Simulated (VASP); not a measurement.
Wanted: the native input for a VASP 6.6.1 run.

* Task: single point
* Functional: PBE
* Potentials or basis: VASP PAW PBE potentials, release 64 (Re, Bi_d)
* Cutoff: 520 eV
* k mesh: 10 × 10 × 10
* Occupations: gaussian, width 0.05 eV
* Spin: non-collinear spin, zero start, spin-orbit coupling
* Starting moments: [[0.0, 0.0, 0.0], [0.0, 0.0, 0.0]] μB
* Dipole correction: no
* Further INCAR settings: ALGO = Normal; EDIFF = 1e-07; NBANDS = 34

The structure of ReBi lies in POSCAR:

```
ReBi
1.0
    0.0000000000      3.1097581038      3.1097581038
    3.1097581038      0.0000000000      3.1097581038
    3.1097581038      3.1097581038      0.0000000000
Re Bi
1 1
Direct
    0.0000000000      0.0000000000      0.0000000000
    0.2500000000      0.2500000000      0.2500000000
```

These files were run (other wordings do the same):

INCAR

```
PREC     = Accurate       # precision mode
ENCUT    = 520            # plane-wave cutoff, eV
EDIFF    = 1E-7           # SCF threshold, eV
ISMEAR   = 0              # smearing method
SIGMA    = 0.05           # smearing width, eV
LREAL    = F              # projectors in reciprocal space
LASPH    = T              # aspherical terms in the spheres
NELM     = 150            # most SCF steps
ALGO     = Normal         # electronic algorithm
ISIF     = 2              # what is computed and relaxed
LWAVE    = F              # write WAVECAR
LCHARG   = F              # write CHGCAR
MAGMOM   = 0 0 0 0 0 0    # initial moments
LORBIT   = 11             # projections on sites
LSORBIT  = T              # spin-orbit coupling
GGA_COMPAT= F            
LORBMOM  = T            
LMAXMIX  = 4              # l up to which the mixer works
GGA      = PE             # functional
NBANDS   = 34             # bands
```

KPOINTS

```
Automatic mesh
0
Gamma
  10 10 10
```

Potentials or basis: VASP PAW PBE potentials, release 64 (Re, Bi_d).

Run with:

```sh
$ cat potpaw_PBE.64/Re/POTCAR potpaw_PBE.64/Bi_d/POTCAR > POTCAR
$ mpirun -np 1 vasp_ncl > vasp.out
```

It gave:

| Item | Value |
| --- | --- |
| Pressure | 0.6 GPa |
| Net moment | 0.00 μB per cell |
| Valence electrons inside the program's atomic spheres | Re 5.67; Bi 13.04 |

Run time: 4.6 min on 1 thread of AMD EPYC 9R45 96-Core Processor (Zen 5), with other jobs on the host, peak memory 0.47 GiB.
